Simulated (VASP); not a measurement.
A run of VASP 6.6.1 is set up as follows.

INCAR

```
SYSTEM = ZnSnN2
  PREC = Accurate
  ENCUT = 520
  EDIFF = 1E-6
  ISMEAR = -1
  SIGMA = 0.02
  LREAL = .False.
  LASPH = .True.
  NELM = 100
  ALGO = Normal
  ISIF = 2
  LWAVE = .False.
  LCHARG = .True.
  GGA = PE
  LELF = .True.
  LVHAR = .True.
  NBANDS = 26
```

File KPOINTS:

```
Automatic mesh
0
Gamma
  10 10 10
  0 0 0
```

POSCAR

```
ZnSnN2
1.0
    1.5520134280      0.8960553704      5.0468211227
   -1.5520134280      0.8960553704      5.0468211227
    0.0000000000     -1.7921107409      5.0468211227
Zn Sn N
1 1 2
Direct
    1.0000000000      0.0000000000      0.0000000000
    0.5000000000      0.5000000000      0.5000000000
    0.2475824754      0.2475824754      0.2475824754
    0.7524175246      0.7524175246      0.7524175246
```

Potentials or basis: VASP PAW PBE potentials, release 64 (Zn, Sn_d, N).

The run is started by

```console
$ cat potpaw_PBE.64/Zn/POTCAR potpaw_PBE.64/Sn_d/POTCAR potpaw_PBE.64/N/POTCAR > POTCAR
$ mpirun -np 1 vasp_std > vasp.out
```

(1) Estimate the largest force.

(2) What does it give for the pressure?

(3) Predict the band gap on the k mesh.

## Answers

(1) 0.205 eV/Å.

(2) 20.5 GPa.

(3) 1.02 eV, indirect (least direct gap 1.04 eV).

Caveat: the cell differs from its parent crystal (strain -2.0%); spin-orbit coupling is left out, which moves the levels of the heavy elements.
